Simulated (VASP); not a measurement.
# Sr (C2/c) in VASP: notebook

Sr is run at these levels: PBEsol; tasks: single point.

All numbers are computed with VASP 6.6.1; they aren't measurements. Logs are shortened: lines on timing, memory, paths and dates and some standing lists are left out, and cuts for length are marked.

## Step 1: The cell of the first run

It takes space group C2/c (No. 15, monoclinic). The conventional cell has a = 4.310 Å, b = 7.465 Å, c = 7.050 Å, α = 90.00°, β = 90.57°, γ = 90.00°. Within 5.6 Å of Sr (site symmetry 2) lie 12 Sr at 4.30 to 4.33 Å.

## Step 2: Single point, PBEsol (strain +0.0100 x Voigt [0, 0, 0, 0, 1, 0])

INCAR reads:

```
  PREC = Accurate
  ENCUT = 520
  EDIFF = 1E-7
  ISMEAR = 0
  SIGMA = 0.15
  LREAL = F
  LASPH = T
  NELM = 80
  ALGO = Fast
  ISIF = 2
  LWAVE = F
  LCHARG = F
  GGA = PS
  NBANDS = 17
```

KPOINTS reads:

```
Automatic mesh
0
Gamma
  12 12 8
```

POSCAR reads:

```
Sr
1.0
    4.3100002207      0.0000000000      0.0215500011
   -2.1550001104      3.7325696814     -0.0107750006
    0.0352500000      0.0000000000      7.0500000000
Sr
2
Direct
    0.3333333333      0.6666666667      0.2500000000
    0.6666666667      0.3333333333      0.7500000000
```

Potentials or basis: VASP PAW PBE potentials, release 64 (Sr_sv).

The run is started by

```sh
cat potpaw_PBE.64/Sr_sv/POTCAR > POTCAR
mpirun -np 1 vasp_std > vasp.out
```

OUTCAR:

```text
PREC = Accurate
   ENCUT = 520
   EDIFF = 1E-7
   ISMEAR = 0
   LREAL = F
   LASPH = T
   NELM = 80
   ISIF = 2
   GGA = PS

 ion  position               nearest neighbor table
   1  0.333  0.667  0.250-   2 4.30   2 4.30   2 4.31   2 4.31   2 4.33   2 4.33
   2  0.667  0.333  0.750-   1 4.30   1 4.30   1 4.31   1 4.31   1 4.33   1 4.33

  LATTYP: Found a base centered monoclinic cell.
 ALAT       =     4.3100540954
 B/A-ratio  =     1.7320291573
 C/A-ratio  =     1.6357307747
 COS(beta)  =    -0.0099997500

  Lattice vectors:

 A1 = (  -2.1550001104,   3.7325696814,  -0.0107750006)
 A2 = (  -2.1550001103,  -3.7325696814,  -0.0107750005)
 A3 = (   0.0352500000,   0.0000000000,   7.0500000000)

Analysis of symmetry for initial positions (statically):
=====================================================================
 Subroutine PRICEL returns:
 Original cell was already a primitive cell.

 Routine SETGRP: Setting up the symmetry group for a
 base centered monoclinic supercell.

 Subroutine GETGRP returns: Found  4 space group operations
 (whereof  2 operations were pure point group operations)
 out of a pool of  4 trial point group operations.

The static configuration has the point symmetry S_2 .
 The point group associated with its full space group is C_2h.

Analysis of symmetry for dynamics (positions and initial velocities):
=====================================================================
 Subroutine PRICEL returns:
 Original cell was already a primitive cell.

 Routine SETGRP: Setting up the symmetry group for a
 base centered monoclinic supercell.

 Subroutine GETGRP returns: Found  4 space group operations
 (whereof  2 operations were pure point group operations)
 out of a pool of  4 trial point group operations.

The dynamic configuration has the point symmetry S_2 .
 The point group associated with its full space group is C_2h.

 Subroutine INISYM returns: Found  4 space group operations
 (whereof  2 operations are pure point group operations),
 and found     1 'primitive' translations

----------------------------------------------------------------------------------------

                                     Primitive cell

  volume of cell :     113.4132

  direct lattice vectors                    reciprocal lattice vectors
     4.310000221  0.000000000  0.021550001     0.232024350  0.133955972 -0.001160122
    -2.155000110  3.732569681 -0.010775001     0.000000000  0.267911944  0.000000000
     0.035250000  0.000000000  7.050000000    -0.000709238  0.000000000  0.141847518

  length of vectors
     4.310054095  4.310013689  7.050088124     0.267919479  0.267911944  0.141849291

  position of ions in fractional coordinates (direct lattice)
     0.333333333  0.666666667  0.250000000
     0.666666667  0.333333333  0.750000000

  ion indices of the primitive-cell ions
   primitive index   ion index
                 1           1
                 2           2

----------------------------------------------------------------------------------------

 KPOINTS: Automatic mesh

Automatic generation of k-mesh.
 Grid dimensions read from file:
 generate k-points for:   12   12    8

 Generating k-lattice:

  Cartesian coordinates                     Fractional coordinates (reciprocal lattice)
     0.019335363  0.011162998 -0.000096677     0.083333333  0.000000000  0.000000000
     0.000000000  0.022325995  0.000000000     0.000000000  0.083333333  0.000000000
    -0.000088655  0.000000000  0.017730940     0.000000000  0.000000000  0.125000000

  Length of vectors
     0.022326623  0.022325995  0.017731161

  Shift w.r.t. Gamma in fractional coordinates (k-lattice)
     0.000000000  0.000000000  0.000000000

 Subroutine IBZKPT returns following result:
 ===========================================

 Found    320 irreducible k-points:

 Following reciprocal coordinates:
            Coordinates               Weight
  0.000000  0.000000  0.000000      1.000000
  0.083333 -0.000000 -0.000000      4.000000
  0.166667 -0.000000 -0.000000      4.000000
  0.250000 -0.000000  0.000000      4.000000
  0.333333 -0.000000 -0.000000      4.000000
  0.416667  0.000000 -0.000000      4.000000
[... 16 lines left out ...]
  0.333333  0.166667 -0.000000      4.000000
  0.416667  0.166667 -0.000000      4.000000
 [... further k-points ...]
   k-points           NKPTS =    320   k-points in BZ     NKDIM =    320   number of bands    NBANDS=     17
   number of dos      NEDOS =    301   number of ions     NIONS =      2
   total plane-waves  NPLWV =  55296
   dimension x,y,z NGX =    32 NGY =   32 NGZ =   54
   dimension x,y,z NGXF=    64 NGYF=   64 NGZF=  108
   ions per type =               2
   NGX,Y,Z   is equivalent  to a cutoff of  12.34, 12.34, 12.73 a.u.
   NGXF,Y,Z  is equivalent  to a cutoff of  24.69, 24.69, 25.47 a.u.
 SYSTEM =  unknown system
   PREC   = accura    normal or accurate (medium, high low for compatibility)
   ISTART =      0    job   : 0-new  1-cont  2-samecut
   ICHARG =      2    charge: 1-file 2-atom 10-const
   ISPIN  =      1    spin polarized calculation?
   LNONCOLLINEAR =      F non collinear calculations
   LSORBIT =      F    spin-orbit coupling
   LASPH  =      T    aspherical Exc in radial PAW
   ENCUT  =  520.0 eV  38.22 Ry    6.18 a.u.   8.01  8.01 13.11*2*pi/ulx,y,z
   NELM   =     80;   NELMIN=  2; NELMDL= -5     # of ELM steps
   EDIFF  = 0.1E-06   stopping-criterion for ELM
   LREAL  =      F    real-space projection
   EDIFFG = 0.1E-05   stopping-criterion for IOM
   NSW    =      0    number of steps for IOM
   IBRION =     -1    ionic relax: 0-MD 1-quasi-New 2-CG
   NFREE  =      0    steps in history (QN), initial steepest desc. (CG)
   ISIF   =      2    stress and relaxation
   ISYM   =      2    0-nonsym 1-usesym 2-fastsym
   POTIM  = 0.5000    time-step for ionic-motion
   TEBEG  =    0.0;   TEEND  =   0.0 temperature during run
   PSTRESS=    0.0 pullay stress
   NELECT =      20.0000    total number of electrons
   NUPDOWN=      -1.0000    fix difference up-down
   EMIN   =  10.00;   EMAX   =-10.00  energy-range for DOS
   EFERMI =   0.00;   METHOD = LEGACY
   ISMEAR =     0;   SIGMA  =   0.15  broadening in eV -4-tet -1-fermi 0-gaus
   EFERMI_NEDOS =   21; number of points for ismear=-14 and -15
   IALGO  =     68    algorithm
   IMIX   =      4    mixing-type and parameters
     AMIX     =   0.40;   BMIX     =  1.00
     AMIX_MAG =   1.60;   BMIX_MAG =  1.00
  volume/ion in A,a.u.               =      56.71       382.67
  Fermi-wavevector in a.u.,A,eV,Ry     =   0.918044  1.734852 11.467064  0.842805
  Thomas-Fermi vector in A             =   2.043082
   LORBIT       =      0    0 simple, 1 ext, 2 COOP (PROOUT), +10 PAW based schemes
   GGA     = PS    functional components
   LHFCALC =     F    Hartree Fock is set to
   AEXX    =    0.0000 exact exchange contribution
   IVDW    =     0    specifies the selected vdW correction
   LEPSILON=     F    determine dielectric tensor
   LRPA    =     F    only Hartree local field effects (RPA)
 non-spin polarized calculation
 RMM-DIIS sequential band-by-band and
 Gauss-broadening in eV      SIGMA  =   0.15
  energy-cutoff  :      520.00
  volume of cell :      113.41
 maximum number of plane-waves:      3082
   NGX = 17   NGY = 17   NGZ = 27

 number of electron      20.0000000 magnetization

 Free energy of the ion-electron system (eV)
  ---------------------------------------------------
  ext. energy  EPLUGINS =         0.00000000
  ---------------------------------------------------
  free energy    TOTEN  =        -3.66009910 eV

  energy without entropy =       -3.63255605  energy(sigma->0) =       -3.64632758

 E-fermi :   1.4119     XC(G=0):  -7.3374

 val. band max:        1.4116455093   @ k =   0.3333  -0.0000  -0.0000
 cond. band min:       1.4197312912   @ k =   0.0000   0.0833   0.0000
 fundamental gap:      0.0080857818
 Fermi energy:         1.4119156465

 k-point     1 :       0.0000    0.0000    0.0000
  band No.  band energies     occupation
      1     -35.2010      2.00000
      2     -35.1890      2.00000
      3     -17.2820      2.00000
      4     -17.1326      2.00000
      5     -17.1325      2.00000
      6     -17.1082      2.00000
[... 9 lines left out ...]
     16       4.0509      0.00000
     17       4.5567      0.00000

 k-point     2 :       0.0833   -0.0000   -0.0000
  band No.  band energies     occupation
      1     -35.2003      2.00000
      2     -35.1886      2.00000
      3     -17.2780      2.00000
      4     -17.1416      2.00000
      5     -17.1354      2.00000
      6     -17.1176      2.00000
[... 9 lines left out ...]
     16       4.1427      0.00000
     17       4.3918      0.00000

 k-point     3 :       0.1667   -0.0000   -0.0000
  band No.  band energies     occupation
      1     -35.1983      2.00000
      2     -35.1876      2.00000
      3     -17.2669      2.00000
      4     -17.1665      2.00000
      5     -17.1431      2.00000
      6     -17.1431      2.00000
[... 9 lines left out ...]
     16       4.1172      0.00000
     17       4.3603      0.00000

 k-point     4 :       0.2500   -0.0000    0.0000
  band No.  band energies     occupation
      1     -35.1954      2.00000
      2     -35.1864      2.00000
      3     -17.2501      2.00000
      4     -17.2007      2.00000
      5     -17.1771      2.00000
      6     -17.1534      2.00000
[... 9 lines left out ...]
     16       4.4283      0.00000
     17       4.4344      0.00000

 k-point     5 :       0.3333   -0.0000   -0.0000
  band No.  band energies     occupation
      1     -35.1924      2.00000
      2     -35.1854      2.00000
      3     -17.2355      2.00000
      4     -17.2302      2.00000
      5     -17.2101      2.00000
      6     -17.1633      2.00000
[... 9 lines left out ...]
     16       4.8316      0.00000
     17       4.9913      0.00000

 k-point     6 :       0.4167    0.0000   -0.0000
  band No.  band energies     occupation
      1     -35.1899      2.00000
      2     -35.1849      2.00000
      3     -17.2604      2.00000
      4     -17.2339      2.00000
      5     -17.2124      2.00000
      6     -17.1705      2.00000
[... 9 lines left out ...]
     16       5.2625      0.00000
     17       5.6725      0.00000

 k-point     7 :       0.5000   -0.0000    0.0000
  band No.  band energies     occupation
      1     -35.1888      2.00000
      2     -35.1849      2.00000
      3     -17.2696      2.00000
      4     -17.2425      2.00000
      5     -17.2039      2.00000
      6     -17.1731      2.00000
[... 9 lines left out ...]
     16       5.5871      0.00000
     17       6.3648      0.00000

 k-point     8 :       0.0000    0.0833    0.0000
  band No.  band energies     occupation
      1     -35.2003      2.00000
      2     -35.1886      2.00000
      3     -17.2780      2.00000
      4     -17.1417      2.00000
      5     -17.1354      2.00000
      6     -17.1176      2.00000
[... 9 lines left out ...]
     16       4.1423      0.00000
     17       4.3856      0.00000
[... 203 lines left out ...]
      1     -35.1983      2.00000
      2     -35.1876      2.00000
      3     -17.2669      2.00000
      4     -17.1666      2.00000
      5     -17.1431      2.00000
      6     -17.1431      2.00000
[... 9 lines left out ...]
     16       4.1085      0.00000
     17       4.2211      0.00000

 k-point    20 :       0.0833    0.1667   -0.0000
  band No.  band energies     occupation
      1     -35.1965      2.00000
      2     -35.1869      2.00000
      3     -17.2565      2.00000
      4     -17.1845      2.00000
      5     -17.1694      2.00000
      6     -17.1458      2.00000
[... 9 lines left out ...]
     16       4.2266      0.00000
     17       4.3052      0.00000

 k-point    21 :       0.1667    0.1667   -0.0000
  band No.  band energies     occupation
      1     -35.1939      2.00000
      2     -35.1859      2.00000
      3     -17.2409      2.00000
      4     -17.2044      2.00000
      5     -17.2001      2.00000
      6     -17.1561      2.00000
[... 9 lines left out ...]
     16       4.4461      0.00000
     17       4.6875      0.00000

 k-point    22 :       0.2500    0.1667    0.0000
  band No.  band energies     occupation
      1     -35.1912      2.00000
      2     -35.1851      2.00000
      3     -17.2311      2.00000
      4     -17.2220      2.00000
      5     -17.2191      2.00000
      6     -17.1716      2.00000
[... 9 lines left out ...]
     16       4.7424      0.00000
     17       5.0080      0.00000

 k-point    23 :       0.3333    0.1667   -0.0000
  band No.  band energies     occupation
      1     -35.1889      2.00000
      2     -35.1849      2.00000
      3     -17.2515      2.00000
      4     -17.2291      2.00000
      5     -17.2043      2.00000
      6     -17.1859      2.00000
[... 9 lines left out ...]
     16       4.9289      0.00000
     17       5.2670      0.00000

 k-point    24 :       0.4167    0.1667   -0.0000
  band No.  band energies     occupation
      1     -35.1878      2.00000
      2     -35.1849      2.00000
      3     -17.2589      2.00000
      4     -17.2322      2.00000
      5     -17.1956      2.00000
      6     -17.1915      2.00000
[... 9 lines left out ...]
     16       5.1320      0.00000
     17       5.3132      0.00000

 [... further k-points ...]

------------------------ aborting loop because EDIFF is reached ----------------------------------------

  FORCE on cell =-STRESS in cart. coord.  units (eV):
  Direction    XX          YY          ZZ          XY          YZ          ZX
  --------------------------------------------------------------------------------------
  -------------------------------------------------------------------------------------
  Total       -0.6090727     -0.6092949     -0.5782156      0.0000000      0.0000000     -0.0413885
  in kB       -8.6043138     -8.6074525     -8.1683991      0.0000000      0.0000000     -0.5846916
  external PRESSURE =      -8.4600551 kB  Pullay stress =       0.0000000 kB

 VOLUME and BASIS-vectors are now :
 -----------------------------------------------------------------------------
  energy-cutoff  :      520.00
  volume of cell :      113.41
      direct lattice vectors                 reciprocal lattice vectors
     4.310000221  0.000000000  0.021550001     0.232024350  0.133955972 -0.001160122
    -2.155000110  3.732569681 -0.010775001     0.000000000  0.267911944  0.000000000
     0.035250000  0.000000000  7.050000000    -0.000709238  0.000000000  0.141847518

 POSITION                                       TOTAL-FORCE (eV/Angst)
 -----------------------------------------------------------------------------------
      0.00881      2.48838      1.76250        -0.000000      0.000339     -0.000000
      2.18144      1.24419      5.29828         0.000000     -0.000339      0.000000
 -----------------------------------------------------------------------------------
    total drift:                                0.000000     -0.000000      0.000000

  FREE ENERGIE OF THE ION-ELECTRON SYSTEM (eV)
  ---------------------------------------------------
  free  energy   TOTEN  =        -3.6600991039 eV

  energy  without entropy=       -3.6325560519  energy(sigma->0) =       -3.64632758
```

Wall time 9.2 min (1 thread of AMD EPYC 9R45 (Zen 5), shared host); peak memory 0.59 GiB.

Results:

```
Free energy            : -3.6601 eV
Pressure               : -0.8 GPa
Band gap on the k mesh : zero (bands 10 and 11 overlap by 0.29 eV)
```

Stress tensor (GPa, compression positive):
```
-0.86  0.00 -0.06
 0.00 -0.86  0.00
-0.06  0.00 -0.82
```

Levels at points of the mesh, in eV from the Fermi level:
```
           k point  band 8  band 9  band 10  band 11  band 12  band 13
(0.00, 0.00, 0.00)  -18.52   -3.63    -1.15     0.02     2.24     2.25
(0.50, 0.00, 0.00)  -18.54   -1.14    -0.56     0.08     0.24     1.26
(0.00, 0.50, 0.00)  -18.54   -1.14    -0.56     0.08     0.24     1.26
(0.00, 0.00, 0.50)  -18.53   -2.71    -2.71     1.24     1.24     2.24
(0.50, 0.00, 0.50)  -18.56   -0.83    -0.80     0.19     0.22     1.28
(0.00, 0.50, 0.50)  -18.56   -0.81    -0.81     0.21     0.21     1.30
```

Caveat: the cell differs from its parent crystal (strain +0.0100 x Voigt [0, 0, 0, 0, 1, 0]); the PAW data sets were made with another functional, which shifts forces and pressure a little.

## Step 3: Single point, PBEsol (strain +0.0050 x Voigt [0, 0, 0, 0, 1, 0])

INCAR reads:

```
SYSTEM = Sr
  PREC = Accurate
  ENCUT = 520
  EDIFF = 1E-6
  ISMEAR = 0
  SIGMA = 0.15
  LREAL = .FALSE.
  LASPH = .TRUE.
  NELM = 60
  ALGO = Fast
  ISIF = 2
  LWAVE = .FALSE.
  LCHARG = .TRUE.
  GGA = PS
  LELF = .TRUE.
  LVHAR = .TRUE.
  NBANDS = 17
```

KPOINTS reads:

```
Automatic mesh
0
G
  12 12 8
  0 0 0
```

POSCAR reads:

```
Sr
1.0
    4.3100002207      0.0000000000      0.0107750006
   -2.1550001104      3.7325696814     -0.0053875003
    0.0176250000      0.0000000000      7.0500000000
Sr
2
Direct
    0.3333333333      0.6666666667      0.2500000000
    0.6666666667      0.3333333333      0.7500000000
```

Potentials or basis: VASP PAW PBE potentials, release 64 (Sr_sv).

The run is started by

```sh
cat potpaw_PBE.64/Sr_sv/POTCAR > POTCAR
mpirun -np 1 vasp_std > vasp.out
```

Run time: 6.5 min. Hardware: 1 thread of AMD EPYC 9R45 (Zen 5), shared host; peak memory 0.59 GiB.

The run converged. Its results:

```yaml
Free_energy: -3.6602 eV
Pressure: -0.8 GPa
Band_gap_on_the_k_mesh: zero (bands 10 and 11 overlap by 0.30 eV)
```

Levels at points of the mesh, in eV from the Fermi level:
| k point | band 6 | band 7 | band 8 | band 9 | band 10 | band 11 | band 12 | band 13 | band 14 | band 15 |
| --- | --- | --- | --- | --- | --- | --- | --- | --- | --- | --- |
| (0.00, 0.00, 0.00) | -18.52 | -18.52 | -18.52 | -3.63 | -1.15 | 0.01 | 2.24 | 2.25 | 2.25 | 2.64 |
| (0.50, 0.00, 0.00) | -18.59 | -18.56 | -18.55 | -1.14 | -0.56 | 0.08 | 0.24 | 1.26 | 1.82 | 2.15 |
| (0.00, 0.50, 0.00) | -18.59 | -18.56 | -18.55 | -1.14 | -0.56 | 0.08 | 0.24 | 1.26 | 1.82 | 2.15 |
| (0.00, 0.00, 0.50) | -18.53 | -18.53 | -18.53 | -2.71 | -2.71 | 1.24 | 1.24 | 2.24 | 2.24 | 2.24 |
| (0.50, 0.00, 0.50) | -18.57 | -18.57 | -18.56 | -0.82 | -0.81 | 0.20 | 0.22 | 1.29 | 1.31 | 2.91 |
| (0.00, 0.50, 0.50) | -18.57 | -18.56 | -18.56 | -0.81 | -0.81 | 0.21 | 0.21 | 1.30 | 1.30 | 2.91 |

Caveat: the cell differs from its parent crystal (strain +0.0050 x Voigt [0, 0, 0, 0, 1, 0]); the PAW data sets were made with another functional, which shifts forces and pressure a little.
